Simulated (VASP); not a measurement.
A run of VASP 6.6.1:

Contents of INCAR:

```
SYSTEM = Al18Cu
  PREC = Accurate
  ENCUT = 520
  EDIFF = 1E-6
  ISMEAR = -1
  SIGMA = 0.1
  LREAL = Auto
  LASPH = .True.
  NELM = 100
  ALGO = Normal
  ISIF = 2
  LWAVE = .False.
  LCHARG = .True.
  GGA = PE
  LELF = .True.
  LVHAR = .True.
  NBANDS = 48
```

Contents of KPOINTS:

```
regular mesh
0
Gamma
  2 3 1
  0 0 0
```

The input POSCAR:

```
Al18Cu
1.0
   12.1500000000      0.0000000000      0.0000000000
    0.0000000000      5.7275650000      0.0000000000
    0.0000000000      0.0000000000     15.8637820000
Al Cu
18 1
Direct
    0.0000000000      0.0000000000      0.0630366706
    0.3333333333      0.0000000000      0.0630366706
    0.6666666667      0.0000000000      0.0630366706
    0.0000000000      0.5000030554      0.0630366706
    0.3333333333      0.5000030554      0.0630366706
    0.6666666667      0.5000030554      0.0630366706
    0.1676460905      0.3019084026      0.1621366204
    0.4931440329      0.2519569835      0.1498003440
    0.8413662551      0.2573519462      0.1532421462
    0.1516872428      0.8044430748      0.1763892116
    0.4881893004      0.6900314532      0.1537590469
    0.8441893004      0.7681973055      0.1571062941
   -0.0170534979      0.0453595900      0.2735791503
    0.3225761317     -0.0237622794      0.2459690886
    0.5648395062     -0.0527274680      0.2904477633
   -0.0162469136      0.5345552604      0.2367972530
    0.3410946502      0.5117881683      0.2348431162
    0.7193827160      0.5001776497      0.2560297412
    0.7575555556      0.0841020573      0.2898047893
```

Potentials or basis: VASP PAW PBE potentials, release 64 (Al, Cu).

The run is started by

```bash
$ cat potpaw_PBE.64/Al/POTCAR potpaw_PBE.64/Cu/POTCAR > POTCAR
$ mpirun -np 1 vasp_std > vasp.out
```

Hardware: 1 thread of Intel(R) Xeon(R) Platinum 8488C (Sapphire Rapids) (shared host).

Question: How long does it take, and how much memory?

Answer: Wall time 6 min on 1 thread of Intel(R) Xeon(R) Platinum 8488C (Sapphire Rapids), with other jobs on the host, peak memory 0.97 GiB. Counts: scf iterations 24, k points 4.
